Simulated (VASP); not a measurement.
Write the native input for VASP 6.6.1 that does the following.

```
Task                   : single point
Functional             : r2SCAN
Potentials or basis    : VASP PAW PBE potentials, release 64 (Li_sv, Cl)
Cutoff                 : 520 eV
k mesh                 : 6 × 6 × 6
Occupations            : gaussian, width 0.01 eV
Spin                   : no spin polarisation
Dipole correction      : no
Further INCAR settings : ALGO = Normal; EDIFF = 1e-06; NBANDS = 12
```

Crystal: LiCl.

```
Li Cl
1.0
     0.00000    2.55603    2.55603
     2.55603    0.00000    2.55603
     2.55603    2.55603    0.00000
Li Cl
1 1
Direct
  0.00000 0.00000 0.00000
  0.50000 0.50000 0.50000
```

These files were run (other wordings do the same):

POSCAR

```
LiCl
1.0
    0.0000000000      2.5560252091      2.5560252091
    2.5560252091      0.0000000000      2.5560252091
    2.5560252091      2.5560252091      0.0000000000
Li Cl
1 1
Direct
    0.0000000000      0.0000000000      0.0000000000
    0.5000000000      0.5000000000      0.5000000000
```

INCAR.step1

```
SYSTEM = LiCl
PREC     = Accurate       ! precision mode
ENCUT    = 520            ! plane-wave cutoff, eV
ISMEAR   = 0              ! smearing method
SIGMA    = 0.01           ! smearing width, eV
LREAL    = .False.        ! projectors in reciprocal space
LASPH    = .True.         ! aspherical terms in the spheres
NELM     = 100            ! most SCF steps
NBANDS   = 12             ! bands
GGA      = PE             ! functional
ALGO     = Normal         ! electronic algorithm
EDIFF    = 1E-4           ! SCF threshold, eV
LWAVE    = .True.         ! write WAVECAR
LCHARG   = .False.        ! write CHGCAR
```

INCAR.step2

```
SYSTEM = LiCl
PREC     = Accurate       ! precision mode
ENCUT    = 520            ! plane-wave cutoff, eV
EDIFF    = 1E-6           ! SCF threshold, eV
ISMEAR   = 0              ! smearing method
SIGMA    = 0.01           ! smearing width, eV
LREAL    = .False.        ! projectors in reciprocal space
LASPH    = .True.         ! aspherical terms in the spheres
NELM     = 100            ! most SCF steps
ALGO     = Normal         ! electronic algorithm
ISIF     = 2              ! what is computed and relaxed
LWAVE    = .False.        ! write WAVECAR
LCHARG   = .False.        ! write CHGCAR
METAGGA  = R2SCAN         ! meta-GGA
LMIXTAU  = .True.       
NBANDS   = 12             ! bands
ISTART   = 1
```

KPOINTS

```
regular mesh
0
Gamma
  6 6 6
  0 0 0
```

Potentials or basis: VASP PAW PBE potentials, release 64 (Li_sv, Cl).

Command:

```sh
$ cat potpaw_PBE.64/Li_sv/POTCAR potpaw_PBE.64/Cl/POTCAR > POTCAR
$ cp INCAR.step1 INCAR
$ mpirun -np 1 vasp_std > vasp.out
$ cp INCAR.step2 INCAR
$ mpirun -np 1 vasp_std > vasp.out
```

Results of the run:

- Band gap on the k mesh: 7.36 eV, direct

It took 64 s on 1 thread of Oxide Virtual Turin-like Processor (shared host), peak memory 0.12 GiB.
